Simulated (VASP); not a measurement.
Wanted: the native input for a VASP 6.6.1 run.

| Property | Result |
| --- | --- |
| Task | single point |
| Functional | PBE |
| Dispersion | D3(BJ) |
| Potentials or basis | VASP PAW PBE potentials, release 64 (Se, W_sv) |
| Cutoff | 520 eV |
| k mesh | 9 × 9 × 1 |
| Occupations | gaussian, width 0.05 eV |
| Spin | no spin polarisation |
| Dipole correction | yes |
| Further INCAR settings | ALGO = Normal; EDIFF = 1e-06; NBANDS = 35 |

The structure of WSe2 lies in POSCAR:

```
WSe2
1.0
    3.2854929596      0.0000000000      0.0000000000
   -1.6427464798      2.8453203669      0.0000000000
    0.0000000000      0.0000000000     24.2386467078
Se W
4 2
Direct
    0.3333333333      0.6666666667      0.1856539292
    0.3333333333      0.6666666667      0.3246601780
    0.5000000000      1.0000000000      0.4777215285
    0.5000000000      1.0000000000      0.6167277773
    0.6666666667      0.3333333333      0.2551570536
    0.8333333333      0.6666666667      0.5472246529
```

One way to write it, as run:

INCAR

```
SYSTEM = WSe2
PREC = Accurate
ENCUT = 520
EDIFF = 1E-6
ISMEAR = 0
SIGMA = 0.05
LREAL = .False.
LASPH = .True.
NELM = 80
ALGO = Normal
ISIF = 2
LWAVE = .False.
LCHARG = .False.
LDIPOL = .True.
IDIPOL = 3
DIPOL = 0.5 0.5 0.401
GGA = PE
IVDW = 12
NBANDS = 35
```

KPOINTS

```
Automatic mesh
0
Gamma
  9 9 1
  0 0 0
```

Potentials or basis: VASP PAW PBE potentials, release 64 (Se, W_sv).

Command:

```console
$ cat potpaw_PBE.64/Se/POTCAR potpaw_PBE.64/W_sv/POTCAR > POTCAR
$ mpirun -np 1 vasp_std > vasp.out
```

Results of the run:

```
Largest force              : 0.105 eV/Å
Band gap on the k mesh     : 1.56 eV, indirect (least direct gap 1.65 eV)
Dispersion energy per atom : -0.381 eV
```

Caveat: spin-orbit coupling is left out, which moves the levels of the heavy elements.

It took 110 s on 1 thread of Intel(R) Xeon(R) 6975P-C (Granite Rapids), on a shared host, peak memory 0.42 GiB.
